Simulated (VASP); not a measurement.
# As (P6_3/mmc) in VASP: further runs

Runs on As. Level: LDA. Tasks: single point.

All numbers are computed with VASP 6.6.1; they aren't measurements. Logs are shortened: lines on timing, memory, paths and dates and some standing lists are left out, and cuts for length are marked.

### 1 The cell of the first run

Symmetry: P6_3/mmc, No. 194, hexagonal system. Conventional cell: a = 3.003 Å, b = 3.003 Å, c = 4.865 Å, α = 90.00°, β = 90.00°, γ = 120.00°. Within 3.9 Å of As (site symmetry -6m2) lie 12 As at 2.99 to 3.00 Å.

### 2 Single point, LDA

File INCAR:

```
SYSTEM = As
PREC = Accurate ; ENCUT = 520
EDIFF = 1E-6 ; ISMEAR = -1
SIGMA = 0.05 ; LREAL = .False.
LASPH = .True. ; NELM = 100
ALGO = Normal ; ISIF = 2
LWAVE = .False. ; LCHARG = .False.
GGA = CA ; NBANDS = 12
```

File KPOINTS:

```
regular mesh
0
Gamma
  11 11 6
  0 0 0
```

File POSCAR:

```
As
1.0
    3.0031658500      0.0000000000      0.0000000000
   -1.5015829250      2.6008179178      0.0000000000
    0.0000000000      0.0000000000      4.8651286769
As
2
Direct
    0.3333333333      0.6666666667      0.2500000000
    0.6666666667      0.3333333333      0.7500000000
```

Potentials or basis: VASP PAW LDA potentials, release 64 (As).

On the command line:

```
$ cat potpaw_LDA.64/As/POTCAR > POTCAR
$ mpirun -np 1 vasp_std > vasp.out
```

OUTCAR:

```text
SYSTEM = As
   PREC = Accurate
   ENCUT = 520
   EDIFF = 1E-6
   ISMEAR = -1
   LREAL = .False.
   LASPH = .True.
   NELM = 100
   ISIF = 2
   GGA = CA

 ion  position               nearest neighbor table
   1  0.333  0.667  0.250-
   2  0.667  0.333  0.750-

  LATTYP: Found a hexagonal cell.
 ALAT       =     3.0031658500
 C/A-ratio  =     1.6200000000

  Lattice vectors:

 A1 = (   3.0031658500,   0.0000000000,   0.0000000000)
 A2 = (  -1.5015829250,   2.6008179178,   0.0000000000)
 A3 = (   0.0000000000,   0.0000000000,   4.8651286769)

Analysis of symmetry for initial positions (statically):
=====================================================================
 Subroutine PRICEL returns:
 Original cell was already a primitive cell.

 Routine SETGRP: Setting up the symmetry group for a
 hexagonal supercell.

 Subroutine GETGRP returns: Found 24 space group operations
 (whereof 12 operations were pure point group operations)
 out of a pool of 24 trial point group operations.

The static configuration has the point symmetry D_3d.
 The point group associated with its full space group is D_6h.

Analysis of symmetry for dynamics (positions and initial velocities):
=====================================================================
 Subroutine PRICEL returns:
 Original cell was already a primitive cell.

 Routine SETGRP: Setting up the symmetry group for a
 hexagonal supercell.

 Subroutine GETGRP returns: Found 24 space group operations
 (whereof 12 operations were pure point group operations)
 out of a pool of 24 trial point group operations.

The dynamic configuration has the point symmetry D_3d.
 The point group associated with its full space group is D_6h.

 Subroutine INISYM returns: Found 24 space group operations
 (whereof 12 operations are pure point group operations),
 and found     1 'primitive' translations

----------------------------------------------------------------------------------------

                                     Primitive cell

  volume of cell :      38.0000

  direct lattice vectors                    reciprocal lattice vectors
     3.003165850  0.000000000  0.000000000     0.332981943  0.192247214  0.000000000
    -1.501582925  2.600817918  0.000000000     0.000000000  0.384494429  0.000000000
     0.000000000  0.000000000  4.865128677     0.000000000  0.000000000  0.205544409

  length of vectors
     3.003165850  3.003165850  4.865128677     0.384494429  0.384494429  0.205544409

  position of ions in fractional coordinates (direct lattice)
     0.333333333  0.666666667  0.250000000
     0.666666667  0.333333333  0.750000000

  ion indices of the primitive-cell ions
   primitive index   ion index
                 1           1
                 2           2

----------------------------------------------------------------------------------------

 KPOINTS: regular mesh

Automatic generation of k-mesh.
 Grid dimensions read from file:
 generate k-points for:   11   11    6

 Generating k-lattice:

  Cartesian coordinates                     Fractional coordinates (reciprocal lattice)
     0.030271086  0.017477019  0.000000000     0.090909091  0.000000000  0.000000000
     0.000000000  0.034954039  0.000000000     0.000000000  0.090909091  0.000000000
     0.000000000  0.000000000  0.034257402     0.000000000  0.000000000  0.166666667

  Length of vectors
     0.034954039  0.034954039  0.034257402

  Shift w.r.t. Gamma in fractional coordinates (k-lattice)
     0.000000000  0.000000000  0.000000000

 Subroutine IBZKPT returns following result:
 ===========================================

 Found     64 irreducible k-points:

 Following reciprocal coordinates:
            Coordinates               Weight
  0.000000  0.000000  0.000000      1.000000
  0.090909  0.000000  0.000000      6.000000
  0.181818  0.000000  0.000000      6.000000
  0.272727  0.000000  0.000000      6.000000
  0.363636  0.000000  0.000000      6.000000
  0.454545  0.000000  0.000000      6.000000
[... 16 lines left out ...]
  0.090909  0.090909  0.166667     12.000000
  0.181818  0.090909  0.166667     24.000000
 [... further k-points ...]
   k-points           NKPTS =     64   k-points in BZ     NKDIM =     64   number of bands    NBANDS=     12
   number of dos      NEDOS =    301   number of ions     NIONS =      2
   total plane-waves  NPLWV =  20736
   dimension x,y,z NGX =    24 NGY =   24 NGZ =   36
   dimension x,y,z NGXF=    48 NGYF=   48 NGZF=   72
   ions per type =               2
   NGX,Y,Z   is equivalent  to a cutoff of  13.29, 13.29, 12.30 a.u.
   NGXF,Y,Z  is equivalent  to a cutoff of  26.57, 26.57, 24.60 a.u.
 SYSTEM =  As
   PREC   = accura    normal or accurate (medium, high low for compatibility)
   ISTART =      0    job   : 0-new  1-cont  2-samecut
   ICHARG =      2    charge: 1-file 2-atom 10-const
   ISPIN  =      1    spin polarized calculation?
   LNONCOLLINEAR =      F non collinear calculations
   LSORBIT =      F    spin-orbit coupling
   LASPH  =      T    aspherical Exc in radial PAW
   ENCUT  =  520.0 eV  38.22 Ry    6.18 a.u.   5.58  5.58  9.05*2*pi/ulx,y,z
   NELM   =    100;   NELMIN=  2; NELMDL= -5     # of ELM steps
   EDIFF  = 0.1E-05   stopping-criterion for ELM
   LREAL  =      F    real-space projection
   EDIFFG = 0.1E-04   stopping-criterion for IOM
   NSW    =      0    number of steps for IOM
   IBRION =     -1    ionic relax: 0-MD 1-quasi-New 2-CG
   NFREE  =      0    steps in history (QN), initial steepest desc. (CG)
   ISIF   =      2    stress and relaxation
   ISYM   =      2    0-nonsym 1-usesym 2-fastsym
   POTIM  = 0.5000    time-step for ionic-motion
   TEBEG  =    0.0;   TEEND  =   0.0 temperature during run
   PSTRESS=    0.0 pullay stress
   NELECT =      10.0000    total number of electrons
   NUPDOWN=      -1.0000    fix difference up-down
   EMIN   =  10.00;   EMAX   =-10.00  energy-range for DOS
   EFERMI =   0.00;   METHOD = LEGACY
   ISMEAR =    -1;   SIGMA  =   0.05  broadening in eV -4-tet -1-fermi 0-gaus
   EFERMI_NEDOS =   21; number of points for ismear=-14 and -15
   IALGO  =     38    algorithm
   IMIX   =      4    mixing-type and parameters
     AMIX     =   0.40;   BMIX     =  1.00
     AMIX_MAG =   1.60;   BMIX_MAG =  1.00
  volume/ion in A,a.u.               =      19.00       128.22
  Fermi-wavevector in a.u.,A,eV,Ry     =   1.049092  1.982497 14.974495  1.100594
  Thomas-Fermi vector in A             =   2.184041
   LORBIT       =      0    0 simple, 1 ext, 2 COOP (PROOUT), +10 PAW based schemes
   GGA     = CA    functional components
   LHFCALC =     F    Hartree Fock is set to
   AEXX    =    0.0000 exact exchange contribution
   IVDW    =     0    specifies the selected vdW correction
   LEPSILON=     F    determine dielectric tensor
   LRPA    =     F    only Hartree local field effects (RPA)
 non-spin polarized calculation
  energy-cutoff  :      520.00
  volume of cell :       38.00
 maximum number of plane-waves:      1044
 NGX is ok and might be reduce to    24
   NGX = 11   NGY = 11   NGZ = 19

 number of electron      10.0000001 magnetization

 Free energy of the ion-electron system (eV)
  ---------------------------------------------------
  ext. energy  EPLUGINS =         0.00000000
  ---------------------------------------------------
  free energy    TOTEN  =        -9.87731897 eV

  energy without entropy =       -9.86987258  energy(sigma->0) =       -9.87359577

 E-fermi :   6.5429     XC(G=0): -10.9002

 val. band max:        6.5383472331   @ k =   0.1818   0.1818   0.5000
 cond. band min:       6.6350858220   @ k =   0.2727   0.0000   0.1667
 fundamental gap:      0.0967385890
 Fermi energy:         6.5428504125

 k-point     1 :       0.0000    0.0000    0.0000
  band No.  band energies     occupation
      1      -8.5790      2.00000
      2      -4.0945      2.00000
      3      -0.1420      2.00000
      4      10.4088      0.00000
      5      10.4088      0.00000
      6      12.0930      0.00000
      7      12.0930      0.00000
      8      12.4500      0.00000
      9      15.9079      0.00000
     10      18.3125      0.00000
     11      18.7992      0.00000
     12      18.7992      0.00000

 k-point     2 :       0.0909    0.0000    0.0000
  band No.  band energies     occupation
      1      -8.4079      2.00000
      2      -3.9465      2.00000
      3       0.0333      2.00000
      4       8.9285      0.00000
      5       9.8711      0.00000
      6      11.2819      0.00000
      7      12.1517      0.00000
      8      12.2702      0.00000
      9      16.4292      0.00000
     10      17.6548      0.00000
     11      19.1210      0.00000
     12      19.6243      0.00000

 k-point     3 :       0.1818    0.0000    0.0000
  band No.  band energies     occupation
      1      -7.8981      2.00000
      2      -3.5187      2.00000
      3       0.5548      2.00000
      4       6.3196      1.97725
      5       8.9076      0.00000
      6       9.4103      0.00000
      7      11.5779      0.00000
      8      11.8869      0.00000
      9      14.8634      0.00000
     10      17.9537      0.00000
     11      18.7829      0.00000
     12      19.8325      0.00000
[... 286 lines left out ...]
 k-point    23 :       0.0909    0.0909    0.1667
  band No.  band energies     occupation
      1      -7.9032      2.00000
      2      -4.3483      2.00000
      3       1.3745      2.00000
      4       7.4863      0.00000
      5       8.4826      0.00000
      6      10.0648      0.00000
      7      11.2767      0.00000
      8      11.3683      0.00000
      9      16.5264      0.00000
     10      16.7697      0.00000
     11      18.1628      0.00000
     12      19.1059      0.00000

 k-point    24 :       0.1818    0.0909    0.1667
  band No.  band energies     occupation
      1      -7.2316      2.00000
      2      -3.7649      2.00000
      3       1.9529      2.00000
      4       5.2451      2.00000
      5       6.9143      0.00119
      6       8.4713      0.00000
      7      10.3320      0.00000
      8      11.0154      0.00000
      9      15.2961      0.00000
     10      16.7097      0.00000
     11      17.4627      0.00000
     12      18.7367      0.00000

 [... further k-points ...]
[... 5 lines left out ...]
  --------------------------------------------------------------------------------------
  -------------------------------------------------------------------------------------
  Total       -1.1361219     -1.1361219     -0.7382136      0.0000000      0.0000000      0.0000000
  in kB      -47.9018090    -47.9018090    -31.1249757      0.0000000      0.0000000      0.0000000
  external PRESSURE =     -42.3095312 kB  Pullay stress =       0.0000000 kB

 VOLUME and BASIS-vectors are now :
 -----------------------------------------------------------------------------
  energy-cutoff  :      520.00
  volume of cell :       38.00
      direct lattice vectors                 reciprocal lattice vectors
     3.003165850  0.000000000  0.000000000     0.332981943  0.192247214  0.000000000
    -1.501582925  2.600817918  0.000000000     0.000000000  0.384494429  0.000000000
     0.000000000  0.000000000  4.865128677     0.000000000  0.000000000  0.205544409

 POSITION                                       TOTAL-FORCE (eV/Angst)
 -----------------------------------------------------------------------------------
     -0.00000      1.73388      1.21628         0.000000      0.000000      0.000000
      1.50158      0.86694      3.64885        -0.000000      0.000000      0.000000
 -----------------------------------------------------------------------------------
    total drift:                                0.000000     -0.000000      0.000000

  FREE ENERGIE OF THE ION-ELECTRON SYSTEM (eV)
  ---------------------------------------------------
  free  energy   TOTEN  =        -9.8773189698 eV

  energy  without entropy=       -9.8698725791  energy(sigma->0) =       -9.87359577
```

It took 11 s on 1 thread of Intel Xeon 6975P-C, shared host; peak memory 0.15 GiB.

What came out:

| Item | Value |
| --- | --- |
| Free energy | -9.8773 eV |
| Pressure | -4.2 GPa |
| Band gap on the k mesh | zero (band 5 reaches 11.25 eV, above the bottom of band 6 at 3.30 eV) |

Levels at points of the mesh, in eV from the Fermi level:
```csv
k point,band 1,band 2,band 3,band 4,band 5,band 6,band 7,band 8,band 9,band 10
"(0.00, 0.00, 0.00)",-15.12,-10.64,-6.68,3.87,3.87,5.55,5.55,5.91,9.37,11.77
"(0.00, 0.00, 0.50)",-13.66,-13.66,-0.86,-0.86,4.71,4.71,4.71,4.71,10.67,10.67
```

### 3 Single point, LDA

File INCAR:

```
PREC = Accurate ; ENCUT = 520
EDIFF = 1E-6 ; ISMEAR = -1
SIGMA = 0.05 ; LREAL = F
LASPH = T ; NELM = 60
ALGO = Normal ; ISIF = 2
LWAVE = F ; LCHARG = F
GGA = CA ; NBANDS = 12
```

File KPOINTS:

```
Automatic mesh
0
Gamma
  11 11 6
```

POSCAR is that of step 2.

Potentials or basis: VASP PAW LDA potentials, release 64 (As).

On the command line:

```
$ cat potpaw_LDA.64/As/POTCAR > POTCAR
$ mpirun -np 1 vasp_std > vasp.out
```

OUTCAR:

```text
PREC = Accurate
   ENCUT = 520
   EDIFF = 1E-6
   ISMEAR = -1
   LREAL = F
   LASPH = T
   NELM = 60
   ISIF = 2
   GGA = CA

 ion  position               nearest neighbor table
   1  0.333  0.667  0.250-
   2  0.667  0.333  0.750-

  LATTYP: Found a hexagonal cell.
 ALAT       =     3.0031658500
 C/A-ratio  =     1.6200000000

  Lattice vectors:

 A1 = (   3.0031658500,   0.0000000000,   0.0000000000)
 A2 = (  -1.5015829250,   2.6008179178,   0.0000000000)
 A3 = (   0.0000000000,   0.0000000000,   4.8651286769)

Analysis of symmetry for initial positions (statically):
=====================================================================
 Subroutine PRICEL returns:
 Original cell was already a primitive cell.

 Routine SETGRP: Setting up the symmetry group for a
 hexagonal supercell.

 Subroutine GETGRP returns: Found 24 space group operations
 (whereof 12 operations were pure point group operations)
 out of a pool of 24 trial point group operations.

The static configuration has the point symmetry D_3d.
 The point group associated with its full space group is D_6h.

Analysis of symmetry for dynamics (positions and initial velocities):
=====================================================================
 Subroutine PRICEL returns:
 Original cell was already a primitive cell.

 Routine SETGRP: Setting up the symmetry group for a
 hexagonal supercell.

 Subroutine GETGRP returns: Found 24 space group operations
 (whereof 12 operations were pure point group operations)
 out of a pool of 24 trial point group operations.

The dynamic configuration has the point symmetry D_3d.
 The point group associated with its full space group is D_6h.

 Subroutine INISYM returns: Found 24 space group operations
 (whereof 12 operations are pure point group operations),
 and found     1 'primitive' translations
[... 113 lines left out ...]
   IMIX   =      4    mixing-type and parameters
     AMIX     =   0.40;   BMIX     =  1.00
     AMIX_MAG =   1.60;   BMIX_MAG =  1.00
  volume/ion in A,a.u.               =      19.00       128.22
  Fermi-wavevector in a.u.,A,eV,Ry     =   1.049092  1.982497 14.974495  1.100594
  Thomas-Fermi vector in A             =   2.184041
   LORBIT       =      0    0 simple, 1 ext, 2 COOP (PROOUT), +10 PAW based schemes
   GGA     = CA    functional components
   LHFCALC =     F    Hartree Fock is set to
   AEXX    =    0.0000 exact exchange contribution
   IVDW    =     0    specifies the selected vdW correction
   LEPSILON=     F    determine dielectric tensor
   LRPA    =     F    only Hartree local field effects (RPA)
 non-spin polarized calculation
  energy-cutoff  :      520.00
  volume of cell :       38.00
 maximum number of plane-waves:      1044
 NGX is ok and might be reduce to    24
   NGX = 11   NGY = 11   NGZ = 19

 number of electron      10.0000001 magnetization

 Free energy of the ion-electron system (eV)
  ---------------------------------------------------
  ext. energy  EPLUGINS =         0.00000000
  ---------------------------------------------------
  free energy    TOTEN  =        -9.87731897 eV

  energy without entropy =       -9.86987258  energy(sigma->0) =       -9.87359577

 E-fermi :   6.5429     XC(G=0): -10.9002

 val. band max:        6.5383472331   @ k =   0.1818   0.1818   0.5000
 cond. band min:       6.6350858220   @ k =   0.2727   0.0000   0.1667
 fundamental gap:      0.0967385890
 Fermi energy:         6.5428504125

 k-point     1 :       0.0000    0.0000    0.0000
  band No.  band energies     occupation
      1      -8.5790      2.00000
      2      -4.0945      2.00000
      3      -0.1420      2.00000
      4      10.4088      0.00000
      5      10.4088      0.00000
      6      12.0930      0.00000
      7      12.0930      0.00000
      8      12.4500      0.00000
      9      15.9079      0.00000
     10      18.3125      0.00000
     11      18.7992      0.00000
     12      18.7992      0.00000
[... 331 lines left out ...]
 k-point    24 :       0.1818    0.0909    0.1667
  band No.  band energies     occupation
      1      -7.2316      2.00000
      2      -3.7649      2.00000
      3       1.9529      2.00000
      4       5.2451      2.00000
      5       6.9143      0.00119
      6       8.4713      0.00000
      7      10.3320      0.00000
      8      11.0154      0.00000
      9      15.2961      0.00000
     10      16.7097      0.00000
     11      17.4627      0.00000
     12      18.7367      0.00000

 [... further k-points ...]
[... 5 lines left out ...]
  --------------------------------------------------------------------------------------
  -------------------------------------------------------------------------------------
  Total       -1.1361219     -1.1361219     -0.7382136      0.0000000      0.0000000      0.0000000
  in kB      -47.9018090    -47.9018090    -31.1249757      0.0000000      0.0000000      0.0000000
  external PRESSURE =     -42.3095312 kB  Pullay stress =       0.0000000 kB

 VOLUME and BASIS-vectors are now :
 -----------------------------------------------------------------------------
  energy-cutoff  :      520.00
  volume of cell :       38.00
      direct lattice vectors                 reciprocal lattice vectors
     3.003165850  0.000000000  0.000000000     0.332981943  0.192247214  0.000000000
    -1.501582925  2.600817918  0.000000000     0.000000000  0.384494429  0.000000000
     0.000000000  0.000000000  4.865128677     0.000000000  0.000000000  0.205544409

 POSITION                                       TOTAL-FORCE (eV/Angst)
 -----------------------------------------------------------------------------------
     -0.00000      1.73388      1.21628         0.000000      0.000000      0.000000
      1.50158      0.86694      3.64885        -0.000000      0.000000      0.000000
 -----------------------------------------------------------------------------------
    total drift:                                0.000000     -0.000000      0.000000

  FREE ENERGIE OF THE ION-ELECTRON SYSTEM (eV)
  ---------------------------------------------------
  free  energy   TOTEN  =        -9.8773189698 eV

  energy  without entropy=       -9.8698725791  energy(sigma->0) =       -9.87359577
```

OSZICAR:

```text
N       E                     dE             d eps       ncg     rms          rms(c)
DAV:   1     0.261029857682E+02    0.26103E+02   -0.41677E+03  1536   0.700E+02
DAV:   2    -0.835461883506E+01   -0.34458E+02   -0.32873E+02  2132   0.110E+02
DAV:   3    -0.988497192287E+01   -0.15304E+01   -0.15173E+01  1940   0.231E+01
DAV:   4    -0.989247023699E+01   -0.74983E-02   -0.74977E-02  1712   0.172E+00
DAV:   5    -0.989247980426E+01   -0.95673E-05   -0.95672E-05  1872   0.742E-02    0.292E+00
DAV:   6    -0.988202330123E+01    0.10457E-01   -0.51671E-03  1660   0.345E-01    0.170E+00
DAV:   7    -0.987734011175E+01    0.46832E-02   -0.88814E-03  1692   0.453E-01    0.663E-02
DAV:   8    -0.987731852794E+01    0.21584E-04   -0.15025E-04  1740   0.786E-02    0.107E-02
DAV:   9    -0.987731896979E+01   -0.44184E-06   -0.13293E-06  1500   0.701E-03
   1 F= -.98773190E+01 E0= -.98735958E+01  d E =-.744639E-02
```

It took 10 s on 1 thread of Intel Xeon 6975P-C, shared host; peak memory 0.15 GiB.

What came out:

| Item | Value |
| --- | --- |
| Free energy | -9.8773 eV |
| Pressure | -4.2 GPa |
| Band gap on the k mesh | zero (band 5 reaches 11.25 eV, above the bottom of band 6 at 3.30 eV) |

Stress tensor (GPa, compression positive):
```
-4.79  0.00  0.00
 0.00 -4.79  0.00
 0.00  0.00 -3.11
```

Levels at points of the mesh, in eV from the Fermi level:
```tsv
k point	band 3	band 4	band 5	band 6	band 7	band 8
(0.00, 0.00, 0.00)	-6.68	3.87	3.87	5.55	5.55	5.91
(0.00, 0.00, 0.50)	-0.86	-0.86	4.71	4.71	4.71	4.71
```
